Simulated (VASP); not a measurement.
# SnO2 (Amm2) in VASP: single point with r2SCAN

Aim: the single point of SnO2 with r2SCAN.

Program: VASP 6.6.1. These are calculated values, not measurements. Logs are shortened: lines on timing, memory, paths and dates and some standing lists are left out, and cuts for length are marked.

### Step 1. The cell of the first run

The structure is orthorhombic, space group Amm2 (No. 38). Conventional cell: a = 3.201 Å, b = 6.732 Å, c = 6.732 Å, α = 90.00°, β = 90.00°, γ = 90.00°. Sn (site symmetry mm2) has 6 O at 1.76 to 2.07 Å within 2.3 Å. Within 2.7 Å of Sn (site symmetry mm2) lie 6 O at 2.06 to 2.27 Å. O (site symmetry mm2) has 3 Sn at 1.76 to 2.27 Å within 2.3 Å. O (site symmetry m) has 3 Sn at 2.06 to 2.07 Å and 3 O at 2.61 to 2.71 Å within 2.8 Å. O (site symmetry mm2) has 3 Sn at 2.06 to 2.07 Å within 2.7 Å.

### Step 2. Single point, r2SCAN (atom 3 (O) moved +0.300 Å towards its neighbour atom 1 (Sn) at 2.059 Å)

Input file POSCAR:

```
SnO2
1.0
    4.7602164773      0.0000000000      0.0000000000
    0.0000000000      4.7602164773      0.0000000000
    0.0000000000      0.0000000000      3.2005650988
Sn O
2 4
Direct
    0.0000000000      0.0000000000      0.0000000000
    0.5000000000      0.5000000000      0.5000000000
    0.2613299716      0.2613299716      0.0000000000
    0.1941065016      0.8058934984      0.5000000000
    0.6941065016      0.6941065016      0.0000000000
    0.8058934984      0.1941065016      0.5000000000
```

Input file INCAR.step1:

```
ALGO = Normal
EDIFF = 1E-4
ENCUT = 520
GGA = PE
ISMEAR = 0
LASPH = T
LCHARG = F
LREAL = F
LWAVE = T
NBANDS = 35
NELM = 100
PREC = Accurate
SIGMA = 0.05
```

Input file INCAR.step2:

```
ALGO = Normal
EDIFF = 1E-7
ENCUT = 520
ISIF = 2
ISMEAR = 0
ISTART = 1
LASPH = T
LCHARG = T
LELF = T
LMIXTAU = T
LREAL = F
LVHAR = T
LWAVE = F
METAGGA = R2SCAN
NBANDS = 35
NELM = 100
PREC = Accurate
SIGMA = 0.05
```

Input file KPOINTS:

```
k-points
0
Gamma
  6 6 8
```

Potentials or basis: VASP PAW PBE potentials, release 64 (Sn_d, O).

Command:

```console
> cat potpaw_PBE.64/Sn_d/POTCAR potpaw_PBE.64/O/POTCAR > POTCAR
> cp INCAR.step1 INCAR
> mpirun -np 1 vasp_std > vasp.out
> cp INCAR.step2 INCAR
> mpirun -np 1 vasp_std > vasp.out
```

OUTCAR:

```text
EDIFF = 1E-7
   ENCUT = 520
   ISIF = 2
   ISMEAR = 0
   ISTART = 1
   LASPH = T
   LREAL = F
   METAGGA = R2SCAN
   NELM = 100
   PREC = Accurate

 ion  position               nearest neighbor table
   1  0.000  0.000  0.000-   3 1.76   5 2.06   4 2.07   6 2.07   4 2.07   6 2.07   2 3.73   2 3.73
                             2 3.73   2 3.73   2 3.73   2 3.73   2 3.73   2 3.73
   2  0.500  0.500  0.500-   4 2.06   6 2.06   5 2.07   5 2.07   3 2.27   3 2.27   1 3.73   1 3.73
                             1 3.73   1 3.73   1 3.73   1 3.73   1 3.73   1 3.73
   3  0.261  0.261  0.000-   1 1.76   2 2.27   2 2.27
   4  0.194  0.806  0.500-   2 2.06   1 2.07   1 2.07
   5  0.694  0.694  0.000-   1 2.06   2 2.07   2 2.07
   6  0.806  0.194  0.500-   2 2.06   1 2.07   1 2.07

  LATTYP: Found a simple tetragonal cell.
 ALAT       =     4.7602164773
 C/A-ratio  =     0.6723570481

  Lattice vectors:

 A1 = (   4.7602164773,   0.0000000000,   0.0000000000)
 A2 = (   0.0000000000,   4.7602164773,   0.0000000000)
 A3 = (   0.0000000000,   0.0000000000,   3.2005650988)

Analysis of symmetry for initial positions (statically):
=====================================================================
 Subroutine PRICEL returns:
 Original cell was already a primitive cell.

 Routine SETGRP: Setting up the symmetry group for a
 simple tetragonal supercell.

 Subroutine GETGRP returns: Found  4 space group operations
 (whereof  4 operations were pure point group operations)
 out of a pool of 16 trial point group operations.

The static configuration has the point symmetry C_2v.

Analysis of symmetry for dynamics (positions and initial velocities):
=====================================================================
 Subroutine PRICEL returns:
 Original cell was already a primitive cell.

 Routine SETGRP: Setting up the symmetry group for a
 simple tetragonal supercell.

 Subroutine GETGRP returns: Found  4 space group operations
 (whereof  4 operations were pure point group operations)
 out of a pool of 16 trial point group operations.

The dynamic configuration has the point symmetry C_2v.

 Subroutine INISYM returns: Found  4 space group operations
 (whereof  4 operations are pure point group operations),
 and found     1 'primitive' translations

----------------------------------------------------------------------------------------

                                     Primitive cell
[... 101 lines left out ...]
   EDIFFG = 0.1E-05   stopping-criterion for IOM
   NSW    =      0    number of steps for IOM
   IBRION =     -1    ionic relax: 0-MD 1-quasi-New 2-CG
   NFREE  =      0    steps in history (QN), initial steepest desc. (CG)
   ISIF   =      2    stress and relaxation
   ISYM   =      2    0-nonsym 1-usesym 2-fastsym
   POTIM  = 0.5000    time-step for ionic-motion
   TEBEG  =    0.0;   TEEND  =   0.0 temperature during run
   PSTRESS=    0.0 pullay stress
   NELECT =      52.0000    total number of electrons
   NUPDOWN=      -1.0000    fix difference up-down
   EMIN   =  10.00;   EMAX   =-10.00  energy-range for DOS
   EFERMI =   0.00;   METHOD = LEGACY
   ISMEAR =     0;   SIGMA  =   0.05  broadening in eV -4-tet -1-fermi 0-gaus
   EFERMI_NEDOS =   21; number of points for ismear=-14 and -15
   IALGO  =     38    algorithm
   IMIX   =      4    mixing-type and parameters
     AMIX     =   0.40;   BMIX     =  1.00
     AMIX_MAG =   1.60;   BMIX_MAG =  1.00
  volume/ion in A,a.u.               =      12.09        81.57
  Fermi-wavevector in a.u.,A,eV,Ry     =   1.465264  2.768948 29.211695  2.146999
  Thomas-Fermi vector in A             =   2.581142
   LORBIT       =      0    0 simple, 1 ext, 2 COOP (PROOUT), +10 PAW based schemes
   METAGGA = R2SCAN    functional components
   LHFCALC =     F    Hartree Fock is set to
   AEXX    =    0.0000 exact exchange contribution
   IVDW    =     0    specifies the selected vdW correction
   LEPSILON=     F    determine dielectric tensor
   LRPA    =     F    only Hartree local field effects (RPA)
 non-spin polarized calculation
 Gauss-broadening in eV      SIGMA  =   0.05
  energy-cutoff  :      520.00
  volume of cell :       72.52
 maximum number of plane-waves:      1992
   NGX = 17   NGY = 17   NGZ = 11

 number of electron      52.0000004 magnetization

 Free energy of the ion-electron system (eV)
  ---------------------------------------------------
  ext. energy  EPLUGINS =         0.00000000
  ---------------------------------------------------
  free energy    TOTEN  =       -83.26952910 eV

  energy without entropy =      -83.26952910  energy(sigma->0) =      -83.26952910

 E-fermi :   5.8095     XC(G=0): -11.9658

 val. band max:        5.5914568963   @ k =   0.0000   0.0000   0.0000
 cond. band min:       7.0551087530   @ k =   0.0000   0.0000   0.0000
 fundamental gap:      1.4636518566
 Fermi energy:         5.8094631373

 k-point     1 :       0.0000    0.0000    0.0000
  band No.  band energies     occupation
      1     -16.4490      2.00000
      2     -15.5750      2.00000
      3     -15.3432      2.00000
      4     -15.3297      2.00000
      5     -15.1328      2.00000
      6     -15.1247      2.00000
[... 901 lines left out ...]
     34      18.7209      0.00000
     35      19.3223      0.00000

 [... further k-points ...]

------------------------ aborting loop because EDIFF is reached ----------------------------------------

  FORCE on cell =-STRESS in cart. coord.  units (eV):
  Direction    XX          YY          ZZ          XY          YZ          ZX
  --------------------------------------------------------------------------------------
  -------------------------------------------------------------------------------------
  Total        4.3379316      4.3379316      1.4619653      5.1140560      0.0000000      0.0000000
  in kB       95.8325875     95.8325875     32.2974004    112.9785493      0.0000000      0.0000000
  external PRESSURE =      74.6541918 kB  Pullay stress =       0.0000000 kB

 VOLUME and BASIS-vectors are now :
 -----------------------------------------------------------------------------
  energy-cutoff  :      520.00
  volume of cell :       72.52
      direct lattice vectors                 reciprocal lattice vectors
     4.760216477  0.000000000  0.000000000     0.210074480  0.000000000  0.000000000
     0.000000000  4.760216477  0.000000000     0.000000000  0.210074480  0.000000000
     0.000000000  0.000000000  3.200565099     0.000000000  0.000000000  0.312444824

 POSITION                                       TOTAL-FORCE (eV/Angst)
 -----------------------------------------------------------------------------------
      0.00000      0.00000      0.00000        -4.646043     -4.646043      0.000000
      2.38011      2.38011      1.60028        -1.101534     -1.101534      0.000000
      1.24399      1.24399      0.00000         7.432586      7.432586      0.000000
      0.92399      3.83623      1.60028         0.285050     -1.230749      0.000000
      3.30410      3.30410      0.00000        -0.739312     -0.739312      0.000000
      3.83623      0.92399      1.60028        -1.230749      0.285050      0.000000
 -----------------------------------------------------------------------------------
    total drift:                               -0.002248     -0.002248     -0.000002

  FREE ENERGIE OF THE ION-ELECTRON SYSTEM (eV)
  ---------------------------------------------------
  free  energy   TOTEN  =       -83.2695290980 eV

  energy  without entropy=      -83.2695290980  energy(sigma->0) =      -83.26952910
```

OUTCAR.step1:

```text
EDIFF = 1E-4
   ENCUT = 520
   GGA = PE
   ISMEAR = 0
[... 1151 lines left out ...]
      1.24399      1.24399      0.00000         7.213380      7.213380      0.000000
      0.92399      3.83623      1.60028         0.291019     -1.164190      0.000000
      3.30410      3.30410      0.00000        -0.673269     -0.673269      0.000000
      3.83623      0.92399      1.60028        -1.164190      0.291019      0.000000
 -----------------------------------------------------------------------------------
    total drift:                               -0.000690     -0.000690     -0.000002

  FREE ENERGIE OF THE ION-ELECTRON SYSTEM (eV)
  ---------------------------------------------------
  free  energy   TOTEN  =       -35.9112540819 eV

  energy  without entropy=      -35.9112540819  energy(sigma->0) =      -35.91125408
```

OSZICAR.step1:

```text
N       E                     dE             d eps       ncg     rms          rms(c)
DAV:   1     0.647745197983E+03    0.64775E+03   -0.25564E+04  4965   0.232E+03
DAV:   2     0.592856960314E+02   -0.58846E+03   -0.55511E+03  4942   0.611E+02
DAV:   3    -0.373813321067E+02   -0.96667E+02   -0.94998E+02  4932   0.209E+02
DAV:   4    -0.423801122885E+02   -0.49988E+01   -0.49597E+01  5727   0.516E+01
DAV:   5    -0.425103315348E+02   -0.13022E+00   -0.13005E+00  5712   0.873E+00    0.166E+01
DAV:   6    -0.358018350475E+02    0.67085E+01   -0.18222E+01  7296   0.687E+01    0.638E+00
DAV:   7    -0.359503914251E+02   -0.14856E+00   -0.24883E+00  5134   0.869E+00    0.343E+00
DAV:   8    -0.359216945219E+02    0.28697E-01   -0.23153E-01  6631   0.507E+00    0.850E-01
DAV:   9    -0.359102587461E+02    0.11436E-01   -0.45929E-02  7408   0.342E+00    0.139E-01
DAV:  10    -0.359110076789E+02   -0.74893E-03   -0.55991E-03  5575   0.576E-01    0.108E-01
DAV:  11    -0.359112275346E+02   -0.21986E-03   -0.43832E-04  5594   0.202E-01    0.353E-02
DAV:  12    -0.359112540819E+02   -0.26547E-04   -0.65520E-05  2982   0.941E-02
   1 F= -.35911254E+02 E0= -.35911254E+02  d E =-.505122E-19
```

Wall time 7.3 min (1 thread of Intel Xeon Platinum 8259CL at 2.50GHz (Skylake/Cascade Lake), shared host); peak memory 0.27 GiB.

Results:

```
Free energy            : -83.2695 eV
Pressure               : 7.5 GPa
Largest force          : 10.511 eV/Å
Band gap on the k mesh : 1.46 eV
```

Forces in eV/Å, atoms in the order of the input:
```
Sn  -4.646 -4.646  0.000
Sn  -1.102 -1.102  0.000
O    7.433  7.433  0.000
O    0.285 -1.231  0.000
O   -0.739 -0.739  0.000
O   -1.231  0.285  0.000
```

Caveat: the cell differs from its parent crystal (atom 3 (O) moved +0.300 Å towards its neighbour atom 1 (Sn) at 2.059 Å); the stress differs along the axes, from 3 to 10 GPa; the PAW data sets were made with another functional, which shifts forces and pressure a little; spin-orbit coupling is left out, which moves the levels of the heavy elements.
